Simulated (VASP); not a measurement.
Input of a VASP 6.6.1 run:

The input INCAR:

```
ALGO     = Normal         # electronic algorithm
EDIFF    = 1E-6           # SCF threshold, eV
ENCUT    = 520            # plane-wave cutoff, eV
GGA      = PE             # functional
ISIF     = 2              # what is computed and relaxed
ISMEAR   = -1             # smearing method
LASPH    = True           # aspherical terms in the spheres
LCHARG   = False          # write CHGCAR
LREAL    = False          # projectors in reciprocal space
LWAVE    = False          # write WAVECAR
NBANDS   = 28             # bands
NELM     = 100            # most SCF steps
PREC     = Accurate       # precision mode
SIGMA    = 0.05           # smearing width, eV
```

Contents of KPOINTS:

```
k-points
0
Gamma
  7 7 7
```

POSCAR

```
BaTiO3
1.0
    3.9842581725      0.0000000000      0.0000000000
    0.0000000000      3.9842581725      0.0000000000
    0.0000000000      0.0000000000      4.1873148921
Ba Ti O
1 1 3
Direct
    0.0000000000      0.0000000000     -0.0098847884
    0.5000000000      0.5000000000      0.4729860386
    0.0000000000      0.5000000000      0.5200285171
    0.5000000000      0.0000000000      0.5200285171
    0.5000000000      0.5000000000      0.0398417157
```

Potentials or basis: VASP PAW PBE potentials, release 64 (Ba_sv, Ti_sv, O).

Launch:

```sh
$ cat potpaw_PBE.64/Ba_sv/POTCAR potpaw_PBE.64/Ti_sv/POTCAR potpaw_PBE.64/O/POTCAR > POTCAR
$ mpirun -np 1 vasp_std > vasp.out
```

Question: Estimate the largest force.

Answer: 0.093 eV/Å.

Question: What does it give for the band gap on the k mesh?

Answer: 1.90 eV (least direct gap 2.35 eV).

Question: Estimate the pressure.

Answer: 2.0 GPa.

Forces in eV/Å, atoms in the order of the input:
```
Ba   0.000  0.000  0.052
Ti   0.000  0.000  0.081
O    0.000  0.000 -0.020
O    0.000  0.000 -0.020
O    0.000  0.000 -0.093
```

Caveat: spin-orbit coupling is left out, which moves the levels of the heavy elements; an odd mesh through Γ misses points on the zone boundary, where band edges can lie.
